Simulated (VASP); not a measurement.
Write the native input for VASP 6.6.1 that does the following.

```yaml
Task: single point
Functional: LDA
Potentials_or_basis: VASP PAW LDA potentials, release 64 (Ta_pv, Cu)
Cutoff: 520 eV
k_mesh: 9 × 9 × 9
Occupations: fermi-dirac, width 0.05 eV
Spin: no spin polarisation
Dipole_correction: no
Further_INCAR_settings: ALGO = Fast; EDIFF = 1e-06; NBANDS = 30
```

The structure of Ta3Cu lies in POSCAR:

```
Ta3Cu
1.0
   -2.0065070000      2.0065070000      4.2081700000
    2.0065070000     -2.0065070000      4.2081700000
    2.0065070000      2.0065070000     -4.2081700000
Ta Cu
3 1
Direct
    0.5000000000      0.5000000000      0.0000000000
    0.2500000000      0.7500000000      0.5000000000
    0.7500000000      0.2500000000      0.5000000000
    0.0000000000      0.0000000000      0.0000000000
```

One way to write it, as run:

INCAR

```
SYSTEM = Ta3Cu
PREC = Accurate
ENCUT = 520
EDIFF = 1E-6
ISMEAR = -1
SIGMA = 0.05
LREAL = .FALSE.
LASPH = .TRUE.
NELM = 100
ALGO = Fast
ISIF = 2
LWAVE = .FALSE.
LCHARG = .FALSE.
NBANDS = 30
```

KPOINTS

```
regular mesh
0
G
  9 9 9
  0 0 0
```

Potentials or basis: VASP PAW LDA potentials, release 64 (Ta_pv, Cu).

Launch:

```console
$ cat potpaw_LDA.64/Ta_pv/POTCAR potpaw_LDA.64/Cu/POTCAR > POTCAR
$ mpirun -np 1 vasp_std > vasp.out
```

It gave:

- Pressure: -10.8 GPa
- Band gap on the k mesh: zero (bands 22 and 23 overlap by 1.34 eV)

Caveat: the cell stands under tension; spin-orbit coupling is left out, which moves the levels of the heavy elements.

It took 10 min on 1 thread of Intel Xeon 8259CL, with other jobs on the host, peak memory 0.29 GiB.
